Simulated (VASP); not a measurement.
Here is a VASP 6.6.1 calculation.

File INCAR:

```
SYSTEM = ZnSbO2
  PREC = Accurate
  ENCUT = 520
  EDIFF = 1E-7
  ISMEAR = 0
  SIGMA = 0.1
  LREAL = .False.
  LASPH = .True.
  NELM = 80
  ALGO = Normal
  ISIF = 2
  LWAVE = .False.
  LCHARG = .False.
  GGA = PE
  NBANDS = 39
```

KPOINTS

```
Automatic mesh
0
Gamma
  6 6 2
  0 0 0
```

File POSCAR:

```
ZnSbO2
1.0
    3.2102771055      0.0000000026      0.0000000000
   -1.6051385550      2.7801815252      0.0000000000
    0.0000000000      0.0000000000     12.5813637445
Zn Sb O
2 2 4
Direct
    0.0000000000      0.0000000000      0.0000000000
    0.0000000000      0.0000000000      0.5000000000
    0.3333333333      0.6666666667      0.2500000000
    0.6666666667      0.3333333333      0.7500000000
    0.3333333333      0.6666666667      0.0853457263
    0.6666666667      0.3333333333      0.5853457263
    0.3333333333      0.6666666667      0.4146542737
    0.6666666667      0.3333333333      0.9146542737
```

Potentials or basis: VASP PAW PBE potentials, release 64 (Zn, Sb, O).

Run with:

```bash
$ cat potpaw_PBE.64/Zn/POTCAR potpaw_PBE.64/Sb/POTCAR potpaw_PBE.64/O/POTCAR > POTCAR
$ mpirun -np 1 vasp_std > vasp.out
```

Q: Estimate the pressure.

A: -0.2 GPa.

Q: Predict the largest force.

A: 0.039 eV/Å.

Q: Estimate the band gap on the k mesh.

A: Zero (band 29 reaches 7.80 eV, above the bottom of band 30 at 3.89 eV).

Stress tensor (GPa, compression positive):
```
-0.18  0.00  0.00
 0.00 -0.18  0.00
 0.00  0.00 -0.09
```

Caveat: the k points lie up to 0.38 Å⁻¹ apart; spin-orbit coupling is left out, which moves the levels of the heavy elements.
